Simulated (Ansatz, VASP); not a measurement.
**Cd: VASP beside Ansatz**

The input INCAR:

```
ALGO = Normal
EDIFF = 1E-6
ENCUT = 520
GGA = CA
ISIF = 2
ISMEAR = -1
LASPH = T
LCHARG = F
LREAL = F
LWAVE = F
NBANDS = 19
NELM = 60
PREC = Accurate
SIGMA = 0.1
```

File KPOINTS:

```
k-points
0
Gamma
  16 16 9
```

The input POSCAR:

```
Cd
1.0
    2.6449509083      0.0000000000      0.0000000000
   -1.3224754542      2.2905946783      0.0000000000
    0.0000000000      0.0000000000      4.2693262179
Cd
2
Direct
    0.3333333333      0.6666666667      0.2500000000
    0.6666666667      0.3333333333      0.7500000000
```

Input for Ansatz:

```yaml
crystal:
  lattice:
    - [2.6449509083, 0.0, 0.0]
    - [-1.3224754542, 2.2905946783, 0.0]
    - [0.0, 0.0, 4.2693262179]
  atoms:
    - { symbol: Cd, position: [0.3333333333, 0.6666666667, 0.25] }
    - { symbol: Cd, position: [0.6666666667, 0.3333333333, 0.75] }
kpoints:
  mp_grid: { grid: [16, 16, 9] }
scf:
  occupations: { method: fermi_dirac, width: 0.1 }
hamiltonian:
  xc: lda
  pseudopotentials: { kind: paw }
output:
  forces: true
  stress: true
  eigenvalues: true
  populations: true
```

Change from the starting cell: volume scaled by 0.65, PAW files.

Alike in both runs: task single point; functional LDA; k mesh 16 × 16 × 9; occupations fermi-dirac, width 0.1 eV; no spin polarisation.

|  | VASP | Ansatz |
| --- | --- | --- |
| version | VASP 6.6.1 | Ansatz 0.2.0 |
| potentials or method | VASP PAW LDA potentials, release 64 (Cd) | PAW with Ansatz's default frozen-core files, scalar-relativistic |
| plane-wave cutoff (eV) | 520 | 420 |
| valence electrons in the cell | 24 | 40 |

```tsv
	VASP	Ansatz	Ansatz less VASP
pressure (GPa)	104.9	99.5	-5.45
traceless stress, the component that is largest in VASP (GPa)	-0.27	-0.26	+0.018
```

LDA's correlation is that of Perdew and Zunger in VASP and of Perdew and Wang (1992) in Ansatz. Both programs put the cell under a high pressure, so it lies far from rest at this level. VASP's potentials hold 24 valence electrons a cell and Ansatz's 40, so a difference there can come from the potentials and not from the codes.

Noted on VASP's run: the cell as given lies far from equilibrium.
